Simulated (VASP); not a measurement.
# Hf (Fm-3m) in VASP: notebook

The runs below take Hf through single point, relaxation of cell and atoms, with r2SCAN.

Everything below comes from runs of VASP 6.6.1. Logs are shortened: lines on timing, memory, paths and dates and some standing lists are left out, and cuts for length are marked.

**1. The cell of the first run**

It takes space group Fm-3m (No. 225, cubic). The conventional cell has a = 4.479 Å, b = 4.479 Å, c = 4.479 Å, α = 90.00°, β = 90.00°, γ = 90.00°. Within 4.2 Å of Hf (site symmetry m-3m) lie 12 Hf at 3.17 Å.

**2. Single point, r2SCAN**

Input file POSCAR:

```
Hf
1.0
    0.0000000000      2.2396889183      2.2396889183
    2.2396889183      0.0000000000      2.2396889183
    2.2396889183      2.2396889183      0.0000000000
Hf
1
Direct
    0.0000000000      0.0000000000      0.0000000000
```

Input file INCAR.step1:

```
  ALGO = Normal
  EDIFF = 1E-4
  ENCUT = 520
  GGA = PE
  ISMEAR = 0
  LASPH = T
  LCHARG = F
  LREAL = F
  LWAVE = T
  NBANDS = 11
  NELM = 100
  PREC = Accurate
  SIGMA = 0.1
```

Input file INCAR.step2:

```
  ALGO = Normal
  EDIFF = 1E-6
  ENCUT = 520
  ISIF = 2
  ISMEAR = 0
  ISTART = 1
  LASPH = T
  LCHARG = F
  LMIXTAU = T
  LREAL = F
  LWAVE = F
  METAGGA = R2SCAN
  NBANDS = 11
  NELM = 100
  PREC = Accurate
  SIGMA = 0.1
```

Input file KPOINTS:

```
k-points
0
Gamma
  16 16 16
```

Potentials or basis: VASP PAW PBE potentials, release 64 (Hf_pv).

Launch:

```
cat potpaw_PBE.64/Hf_pv/POTCAR > POTCAR
cp INCAR.step1 INCAR
mpirun -np 1 vasp_std > vasp.out
cp INCAR.step2 INCAR
mpirun -np 1 vasp_std > vasp.out
```

OUTCAR:

```text
EDIFF = 1E-6
   ENCUT = 520
   ISIF = 2
   ISMEAR = 0
   ISTART = 1
   LASPH = T
   LREAL = F
   METAGGA = R2SCAN
   NELM = 100
   PREC = Accurate

 ion  position               nearest neighbor table
   1  0.000  0.000  0.000-

  LATTYP: Found a face centered cubic cell.
 ALAT       =     4.4793778366

  Lattice vectors:

 A1 = (   0.0000000000,   2.2396889183,   2.2396889183)
 A2 = (   2.2396889183,   0.0000000000,   2.2396889183)
 A3 = (   2.2396889183,   2.2396889183,   0.0000000000)

Analysis of symmetry for initial positions (statically):
=====================================================================
 Subroutine PRICEL returns:
 Original cell was already a primitive cell.

 Routine SETGRP: Setting up the symmetry group for a
 face centered cubic supercell.

 Subroutine GETGRP returns: Found 48 space group operations
 (whereof 48 operations were pure point group operations)
 out of a pool of 48 trial point group operations.

The static configuration has the point symmetry O_h .

Analysis of symmetry for dynamics (positions and initial velocities):
=====================================================================
 Subroutine PRICEL returns:
 Original cell was already a primitive cell.

 Routine SETGRP: Setting up the symmetry group for a
 face centered cubic supercell.

 Subroutine GETGRP returns: Found 48 space group operations
 (whereof 48 operations were pure point group operations)
 out of a pool of 48 trial point group operations.

The dynamic configuration has the point symmetry O_h .

 Subroutine INISYM returns: Found 48 space group operations
 (whereof 48 operations are pure point group operations),
 and found     1 'primitive' translations

----------------------------------------------------------------------------------------

                                     Primitive cell

  volume of cell :      22.4695

  direct lattice vectors                    reciprocal lattice vectors
     0.000000000  2.239688918  2.239688918    -0.223245289  0.223245289  0.223245289
     2.239688918  0.000000000  2.239688918     0.223245289 -0.223245289  0.223245289
     2.239688918  2.239688918  0.000000000     0.223245289  0.223245289 -0.223245289

  length of vectors
     3.167398444  3.167398444  3.167398444     0.386672183  0.386672183  0.386672183

  position of ions in fractional coordinates (direct lattice)
     0.000000000  0.000000000  0.000000000

  ion indices of the primitive-cell ions
   primitive index   ion index
                 1           1

----------------------------------------------------------------------------------------

 KPOINTS: k-points

Automatic generation of k-mesh.
 Grid dimensions read from file:
 generate k-points for:   16   16   16

 Generating k-lattice:

  Cartesian coordinates                     Fractional coordinates (reciprocal lattice)
    -0.013952831  0.013952831  0.013952831     0.062500000  0.000000000  0.000000000
     0.013952831 -0.013952831  0.013952831     0.000000000  0.062500000  0.000000000
     0.013952831  0.013952831 -0.013952831     0.000000000  0.000000000  0.062500000

  Length of vectors
     0.024167011  0.024167011  0.024167011

  Shift w.r.t. Gamma in fractional coordinates (k-lattice)
     0.000000000  0.000000000  0.000000000

 Subroutine IBZKPT returns following result:
 ===========================================

 Found    145 irreducible k-points:

 Following reciprocal coordinates:
            Coordinates               Weight
  0.000000  0.000000  0.000000      1.000000
  0.062500  0.000000  0.000000      8.000000
  0.125000  0.000000  0.000000      8.000000
  0.187500  0.000000  0.000000      8.000000
  0.250000  0.000000  0.000000      8.000000
  0.312500  0.000000  0.000000      8.000000
[... 16 lines left out ...]
 -0.125000  0.062500  0.000000     24.000000
 -0.062500  0.062500  0.000000     12.000000
 [... further k-points ...]
   k-points           NKPTS =    145   k-points in BZ     NKDIM =    145   number of bands    NBANDS=     11
   number of dos      NEDOS =    301   number of ions     NIONS =      1
   total plane-waves  NPLWV =  13824
   dimension x,y,z NGX =    24 NGY =   24 NGZ =   24
   dimension x,y,z NGXF=    48 NGYF=   48 NGZF=   48
   ions per type =               1
   NGX,Y,Z   is equivalent  to a cutoff of  12.60, 12.60, 12.60 a.u.
   NGXF,Y,Z  is equivalent  to a cutoff of  25.19, 25.19, 25.19 a.u.
 SYSTEM =  unknown system
   PREC   = accura    normal or accurate (medium, high low for compatibility)
   ISTART =      1    job   : 0-new  1-cont  2-samecut
   ICHARG =      0    charge: 1-file 2-atom 10-const
   ISPIN  =      1    spin polarized calculation?
   LNONCOLLINEAR =      F non collinear calculations
   LSORBIT =      F    spin-orbit coupling
   LASPH  =      T    aspherical Exc in radial PAW
   ENCUT  =  520.0 eV  38.22 Ry    6.18 a.u.   5.89  5.89  5.89*2*pi/ulx,y,z
   NELM   =    100;   NELMIN=  2; NELMDL=  0     # of ELM steps
   EDIFF  = 0.1E-05   stopping-criterion for ELM
   LREAL  =      F    real-space projection
   EDIFFG = 0.1E-04   stopping-criterion for IOM
   NSW    =      0    number of steps for IOM
   IBRION =     -1    ionic relax: 0-MD 1-quasi-New 2-CG
   NFREE  =      0    steps in history (QN), initial steepest desc. (CG)
   ISIF   =      2    stress and relaxation
   ISYM   =      2    0-nonsym 1-usesym 2-fastsym
   POTIM  = 0.5000    time-step for ionic-motion
   TEBEG  =    0.0;   TEEND  =   0.0 temperature during run
   PSTRESS=    0.0 pullay stress
   NELECT =      10.0000    total number of electrons
   NUPDOWN=      -1.0000    fix difference up-down
   EMIN   =  10.00;   EMAX   =-10.00  energy-range for DOS
   EFERMI =   0.00;   METHOD = LEGACY
   ISMEAR =     0;   SIGMA  =   0.10  broadening in eV -4-tet -1-fermi 0-gaus
   EFERMI_NEDOS =   21; number of points for ismear=-14 and -15
   IALGO  =     38    algorithm
   IMIX   =      4    mixing-type and parameters
     AMIX     =   0.40;   BMIX     =  1.00
     AMIX_MAG =   1.60;   BMIX_MAG =  1.00
  volume/ion in A,a.u.               =      22.47       151.63
  Fermi-wavevector in a.u.,A,eV,Ry     =   1.249905  2.361979 21.255884  1.562263
  Thomas-Fermi vector in A             =   2.383924
   LORBIT       =      0    0 simple, 1 ext, 2 COOP (PROOUT), +10 PAW based schemes
   METAGGA = R2SCAN    functional components
   LHFCALC =     F    Hartree Fock is set to
   AEXX    =    0.0000 exact exchange contribution
   IVDW    =     0    specifies the selected vdW correction
   LEPSILON=     F    determine dielectric tensor
   LRPA    =     F    only Hartree local field effects (RPA)
 non-spin polarized calculation
 Gauss-broadening in eV      SIGMA  =   0.10
  energy-cutoff  :      520.00
  volume of cell :       22.47
 maximum number of plane-waves:       620
   NGX = 11   NGY = 11   NGZ = 11

 number of electron       9.9999999 magnetization

 Free energy of the ion-electron system (eV)
  ---------------------------------------------------
  ext. energy  EPLUGINS =         0.00000000
  ---------------------------------------------------
  free energy    TOTEN  =       -45.06759346 eV

  energy without entropy =      -45.05971793  energy(sigma->0) =      -45.06365570

 E-fermi :   4.5776     XC(G=0): -12.1505

 val. band max:        4.5653140469   @ k =  -0.4375   0.3125   0.1250
 cond. band min:       4.5797008582   @ k =  -0.2500   0.0625   0.0000
 fundamental gap:      0.0143868113
 Fermi energy:         4.5775807467

 k-point     1 :       0.0000    0.0000    0.0000
  band No.  band energies     occupation
      1     -26.5587      2.00000
      2     -26.5587      2.00000
      3     -26.5587      2.00000
      4      -2.9630      2.00000
      5       6.1771      0.00000
      6       6.1771      0.00000
      7       6.1771      0.00000
      8       9.1568      0.00000
      9       9.1568      0.00000
     10      16.4029      0.00000
     11      16.5470      0.00000

 k-point     2 :       0.0625    0.0000    0.0000
  band No.  band energies     occupation
      1     -26.5923      2.00000
      2     -26.5629      2.00000
      3     -26.5629      2.00000
      4      -2.8218      2.00000
      5       6.0222      0.00000
      6       6.2450      0.00000
      7       6.2450      0.00000
      8       9.0797      0.00000
      9       9.0797      0.00000
     10      16.5470      0.00000
     11      16.7267      0.00000

 k-point     3 :       0.1250    0.0000    0.0000
  band No.  band energies     occupation
      1     -26.6870      2.00000
      2     -26.5748      2.00000
      3     -26.5748      2.00000
      4      -2.4126      2.00000
      5       5.6301      0.00000
      6       6.4150      0.00000
      7       6.4150      0.00000
      8       8.9162      0.00000
      9       8.9162      0.00000
     10      16.5469      0.00000
     11      17.5321      0.00000

 k-point     4 :       0.1875    0.0000    0.0000
  band No.  band energies     occupation
      1     -26.8261      2.00000
      2     -26.5926      2.00000
      3     -26.5926      2.00000
      4      -1.7803      2.00000
      5       5.1540      0.00000
      6       6.5714      0.00000
      7       6.5714      0.00000
      8       8.8542      0.00000
      9       8.8542      0.00000
     10      16.5467      0.00000
     11      17.4553      0.00000
[... 239 lines left out ...]
 k-point    22 :      -0.1875    0.0625    0.0000
  band No.  band energies     occupation
      1     -26.8851      2.00000
      2     -26.6304      2.00000
      3     -26.5907      2.00000
      4      -1.4188      2.00000
      5       4.9249      0.00000
      6       6.5226      0.00000
      7       6.7202      0.00000
      8       8.4017      0.00000
      9       9.3584      0.00000
     10      16.5466      0.00000
     11      17.4003      0.00000

 k-point    23 :      -0.1250    0.0625    0.0000
  band No.  band energies     occupation
      1     -26.7430      2.00000
      2     -26.6056      2.00000
      3     -26.5741      2.00000
      4      -2.1054      2.00000
      5       5.3682      0.00000
      6       6.4976      0.00000
      7       6.5610      0.00000
      8       8.4954      0.00000
      9       9.1659      0.00000
     10      16.5469      0.00000
     11      18.0440      0.00000

 k-point    24 :      -0.0625    0.0625    0.0000
  band No.  band energies     occupation
      1     -26.6394      2.00000
      2     -26.5819      2.00000
      3     -26.5643      2.00000
      4      -2.5911      2.00000
      5       5.7812      0.00000
      6       6.3499      0.00000
      7       6.3602      0.00000
      8       8.7992      0.00000
      9       9.1407      0.00000
     10      16.5470      0.00000
     11      17.2312      0.00000

 [... further k-points ...]
[... 5 lines left out ...]
  --------------------------------------------------------------------------------------
  -------------------------------------------------------------------------------------
  Total       -0.0725518     -0.0725518     -0.0725518     -0.0000000      0.0000000     -0.0000000
  in kB       -5.1732734     -5.1732734     -5.1732734     -0.0000000      0.0000000     -0.0000000
  external PRESSURE =      -5.1732734 kB  Pullay stress =       0.0000000 kB

 VOLUME and BASIS-vectors are now :
 -----------------------------------------------------------------------------
  energy-cutoff  :      520.00
  volume of cell :       22.47
      direct lattice vectors                 reciprocal lattice vectors
     0.000000000  2.239688918  2.239688918    -0.223245289  0.223245289  0.223245289
     2.239688918  0.000000000  2.239688918     0.223245289 -0.223245289  0.223245289
     2.239688918  2.239688918  0.000000000     0.223245289  0.223245289 -0.223245289

 POSITION                                       TOTAL-FORCE (eV/Angst)
 -----------------------------------------------------------------------------------
      0.00000      0.00000      0.00000         0.000000      0.000000      0.000000
 -----------------------------------------------------------------------------------
    total drift:                                0.000000      0.000000     -0.000000

  FREE ENERGIE OF THE ION-ELECTRON SYSTEM (eV)
  ---------------------------------------------------
  free  energy   TOTEN  =       -45.0675934649 eV

  energy  without entropy=      -45.0597179254  energy(sigma->0) =      -45.06365570
```

It took 61 s on 1 thread of Intel Xeon Platinum 8488C (Sapphire Rapids), shared host; peak memory 0.17 GiB.

What came out:

```yaml
Free_energy: -45.0676 eV
Pressure: -0.5 GPa
Band_gap_on_the_k_mesh: zero (band 5 reaches 6.18 eV, above the bottom of band 6 at 4.14 eV)
```

Caveat: the PAW data sets were made with another functional, which shifts forces and pressure a little; spin-orbit coupling is left out, which moves the levels of the heavy elements.

[end of part 1 of 2]
